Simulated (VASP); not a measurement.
# Zr (Fm-3m) in VASP: settings compared, part 2 of 2

VASP 6.6.1. Earlier steps stand in the parts before.

## 6. Relaxation of cell and atoms, PBE+D3(BJ), target pressure 20 GPa, at which the enthalpy is minimised

File INCAR:

```
SYSTEM = Zr
PREC = Accurate
ENCUT = 600
EDIFF = 1E-6
ISMEAR = -5
SIGMA = 0.1
LREAL = .False.
LASPH = .True.
NELM = 100
ALGO = Fast
ISIF = 3
LWAVE = .False.
LCHARG = .False.
GGA = PE
IVDW = 12
IBRION = 2
NSW = 50
EDIFFG = -0.008
PSTRESS = 200.0
```

File KPOINTS:

```
regular mesh
0
Gamma
  4 4 4
  0 0 0
```

File POSCAR:

```
Zr
1.0
    0.0000000000      2.2646202716      2.2646202716
    2.2646202716      0.0000000000      2.2646202716
    2.2646202716      2.2646202716      0.0000000000
Zr
1
Direct
    0.0000000000      0.0000000000      0.0000000000
```

Potentials or basis: VASP PAW PBE potentials, release 64 (Zr_sv).

The run is started by

```sh
cat potpaw_PBE.64/Zr_sv/POTCAR > POTCAR
mpirun -np 1 vasp_std > vasp.out
```

OUTCAR:

```text
SYSTEM = Zr
   PREC = Accurate
   ENCUT = 600
   EDIFF = 1E-6
   ISMEAR = -5
   LREAL = .False.
   LASPH = .True.
   NELM = 100
   ISIF = 3
   GGA = PE
   IVDW = 12
   IBRION = 2
   NSW = 50
   EDIFFG = -0.008
   PSTRESS = 200.0
 IVDW          = 12

 ion  position               nearest neighbor table
   1  0.000  0.000  0.000-

  LATTYP: Found a face centered cubic cell.
 ALAT       =     4.5292405432

  Lattice vectors:

 A1 = (   0.0000000000,   2.2646202716,   2.2646202716)
 A2 = (   2.2646202716,   0.0000000000,   2.2646202716)
 A3 = (   2.2646202716,   2.2646202716,   0.0000000000)

Analysis of symmetry for initial positions (statically):
=====================================================================
 Subroutine PRICEL returns:
 Original cell was already a primitive cell.

 Routine SETGRP: Setting up the symmetry group for a
 face centered cubic supercell.

 Subroutine GETGRP returns: Found 48 space group operations
 (whereof 48 operations were pure point group operations)
 out of a pool of 48 trial point group operations.

The static configuration has the point symmetry O_h .

Analysis of symmetry for dynamics (positions and initial velocities):
=====================================================================
 Subroutine PRICEL returns:
 Original cell was already a primitive cell.

 Routine SETGRP: Setting up the symmetry group for a
 face centered cubic supercell.

 Subroutine GETGRP returns: Found 48 space group operations
 (whereof 48 operations were pure point group operations)
 out of a pool of 48 trial point group operations.

The dynamic configuration has the point symmetry O_h .

 Subroutine INISYM returns: Found 48 space group operations
 (whereof 48 operations are pure point group operations),
 and found     1 'primitive' translations

----------------------------------------------------------------------------------------

                                     Primitive cell

  volume of cell :      23.2282

  direct lattice vectors                    reciprocal lattice vectors
     0.000000000  2.264620272  2.264620272    -0.220787567  0.220787567  0.220787567
     2.264620272  0.000000000  2.264620272     0.220787567 -0.220787567  0.220787567
[... 78 lines left out ...]
   PSTRESS=  200.0 pullay stress
   NELECT =      12.0000    total number of electrons
   NUPDOWN=      -1.0000    fix difference up-down
   EMIN   =  10.00;   EMAX   =-10.00  energy-range for DOS
   EFERMI =   0.00;   METHOD = LEGACY
   ISMEAR =    -5;   SIGMA  =   0.10  broadening in eV -4-tet -1-fermi 0-gaus
   EFERMI_NEDOS =   21; number of points for ismear=-14 and -15
   IALGO  =     68    algorithm
   IMIX   =      4    mixing-type and parameters
     AMIX     =   0.40;   BMIX     =  1.00
     AMIX_MAG =   1.60;   BMIX_MAG =  1.00
  volume/ion in A,a.u.               =      23.23       156.75
  Fermi-wavevector in a.u.,A,eV,Ry     =   1.313600  2.482344 23.477470  1.725545
  Thomas-Fermi vector in A             =   2.443912
   LORBIT       =      0    0 simple, 1 ext, 2 COOP (PROOUT), +10 PAW based schemes
   GGA     = PE    functional components
   LHFCALC =     F    Hartree Fock is set to
   AEXX    =    0.0000 exact exchange contribution
   IVDW    =    12    specifies the selected vdW correction
   LEPSILON=     F    determine dielectric tensor
   LRPA    =     F    only Hartree local field effects (RPA)
 conjugate gradient relaxation of ions
 non-spin polarized calculation
 RMM-DIIS sequential band-by-band and
 Fermi weights with tetrahedron method with Bloechl corrections
  energy-cutoff  :      600.00
  volume of cell :       23.23
 maximum number of plane-waves:       784
 NGX is ok and might be reduce to    28
   NGX = 13   NGY = 13   NGZ = 13

--------------------------------------- Ionic step        1  -------------------------------------------

 number of electron      12.0000000 magnetization

 Free energy of the ion-electron system (eV)
  ---------------------------------------------------
  ext. energy  EPLUGINS =         0.00000000
  ---------------------------------------------------
  free energy    TOTEN  =        -8.44927995 eV

  energy without entropy =       -8.44927995  energy(sigma->0) =       -8.44927995

 E-fermi :   8.9234     XC(G=0): -11.0867

 val. band max:        8.9445716051   @ k =   0.2500   0.0000   0.0000
 cond. band min:       8.7308921710   @ k =  -0.2500   0.2500   0.0000
 fundamental gap:     -0.2136794341
 Fermi energy:         8.9233927979

 k-point     1 :       0.0000    0.0000    0.0000
  band No.  band energies     occupation
      1     -39.7462      2.00000
      2     -17.2632      2.00000
      3     -17.2632      2.00000
      4     -17.2632      2.00000
      5       3.3611      2.00000
      6       9.9194     -0.72528
      7       9.9194      0.00000
      8       9.9194      0.00000
      9      12.3371      0.00000
     10      12.3371      0.00000
[... 334 lines left out ...]
--------------------------------------- Ionic step        7  -------------------------------------------

 number of electron      12.0000000 magnetization

 Free energy of the ion-electron system (eV)
  ---------------------------------------------------
  ext. energy  EPLUGINS =         0.00000000
  ---------------------------------------------------
  free energy    TOTEN  =        -8.15198028 eV

  energy without entropy =       -8.15198028  energy(sigma->0) =       -8.15198028

 E-fermi :  11.0977     XC(G=0): -11.9583

 val. band max:       11.1392380851   @ k =   0.2500   0.0000   0.0000
 cond. band min:      10.6984603247   @ k =  -0.2500   0.2500   0.0000
 fundamental gap:     -0.4407777604
 Fermi energy:        11.0976615777

 k-point     1 :       0.0000    0.0000    0.0000
  band No.  band energies     occupation
      1     -37.2747      2.00000
      2     -14.4295      2.00000
      3     -14.4295      2.00000
      4     -14.4295      2.00000
      5       5.3549      2.00000
      6      12.1485     -0.44924
      7      12.1485      0.00000
      8      12.1485      0.00000
      9      15.2079      0.00000
     10      15.2079      0.00000
[... 125 lines left out ...]
  energy  without entropy=       -8.7940615574  energy(sigma->0) =       -8.79406156

  enthalpy is  TOTEN    =        -6.3830814263 eV   P V=        2.4109801311

 reached required accuracy - stopping structural energy minimisation
```

CONTCAR:

```text
Zr
   1.00000000000000
     0.0000000000000000    2.1295184517319594    2.1295184517319594
     2.1295184517319594    0.0000000000000000    2.1295184517319594
     2.1295184517319594    2.1295184517319594    0.0000000000000000
  Zr
     1
Direct
     0.0000000000000000    0.0000000000000000    0.0000000000000000

  0.00000000E+00  0.00000000E+00  0.00000000E+00
```

Run time: 90 s. Hardware: 1 thread of AMD EPYC 7R13, shared host; peak memory 0.14 GiB.

What came out:

```
Free energy                                            : -8.7941 eV
Relaxed volume                                         : 19.31 Å³/atom
Relaxed cell                                           : a = 3.012 Å, b = 3.012 Å, c = 3.012 Å, α = 60.00°, β = 60.00°, γ = 60.00°
Space group after relaxing (to 0.05 Å)                 : Fm-3m (No. 225)
Energy change on relaxing (the enthalpy is what falls) : +184.8 meV/atom
Ionic steps                                            : 7
Pressure after relaxing                                : 20.0 GPa
Band gap on the k mesh                                 : zero (band 6 reaches 12.15 eV, above the bottom of band 7 at 10.70 eV)
Dispersion energy per atom                             : -0.642 eV
```

The path:
| step | energy change (eV) | largest force (eV/Å) | pressure (GPa) | volume (Å³) |
| --- | --- | --- | --- | --- |
| 1 | 0.0000 | 0.0000 | -3.14 | 23.23 |
| 2 | 2.1380 | 0.0000 | 102.61 | 13.68 |
| 3 | 0.1179 | 0.0000 | 15.33 | 19.90 |
| 4 | 0.1774 | 0.0000 | 19.52 | 19.37 |
| 5 | 0.1866 | 0.0000 | 20.11 | 19.30 |
| 6 | 0.1825 | 0.0000 | 19.86 | 19.33 |
| 7 | 0.1848 | 0.0000 | 20.00 | 19.31 |

Final structure:
```
Zr
1.0
     0.00000    2.12952    2.12952
     2.12952    0.00000    2.12952
     2.12952    2.12952    0.00000
Zr
1
Direct
  0.00000 0.00000 0.00000
```

Caveat: the k points lie up to 0.64 Å⁻¹ apart in the final cell; the cell is relaxed towards a set pressure, so the enthalpy falls and the energy may rise; the volume moved by over 15 % at a fixed basis, so the end points are rough; pairwise dispersion overbinds metals, which lowers pressure and volume; tetrahedron occupations give inexact forces and stress in metals.

## 7. Summary

| task | level | potentials or basis | cell | k mesh | cutoff (eV) | smearing | gap on the mesh (eV) | pressure (GPa) |
| --- | --- | --- | --- | --- | --- | --- | --- | --- |
| single point | LDA | VASP PAW LDA potentials, release 64 (Zr_sv) | a = 3.203 Å, angles 60.0°, 1 atom | 2 × 2 × 2 | 520 | fermi-dirac 0.25852 eV | none | -24.1 |
| single point | PBE+D3(BJ) | VASP PAW PBE potentials, release 64 (Zr_sv) | a = 3.007 Å, angles 60.0°, 1 atom | 4 × 4 × 4 | 520 | tetrahedron | none | 20.7 |
| single point | PBE | VASP PAW PBE potentials, release 64 (Zr_sv) | a = 3.203 Å, angles 60.0°, 1 atom | 8 × 8 × 8 | 520 | gaussian 0.1 eV | none | -0.6 |
| relaxation of cell and atoms | PBE+D3(BJ) | VASP PAW PBE potentials, release 64 (Zr_sv) | relaxed to 20 GPa from a = 3.203 Å, angles 60.0°, 1 atom | 4 × 4 × 4 | 600 | tetrahedron | none | 20.0 |

Alike in all rows: no spin polarisation.

Caveats: some runs use coarse meshes; pairwise dispersion overbinds metals, which lowers pressure and volume (some runs); tetrahedron occupations give inexact forces and stress in metals (some runs); the cell is relaxed towards a set pressure, so the enthalpy falls and the energy may rise (some runs); the volume moved by over 15 % at a fixed basis, so the end points are rough (some runs).

Absolute energies hang on the potentials; compare differences alone.
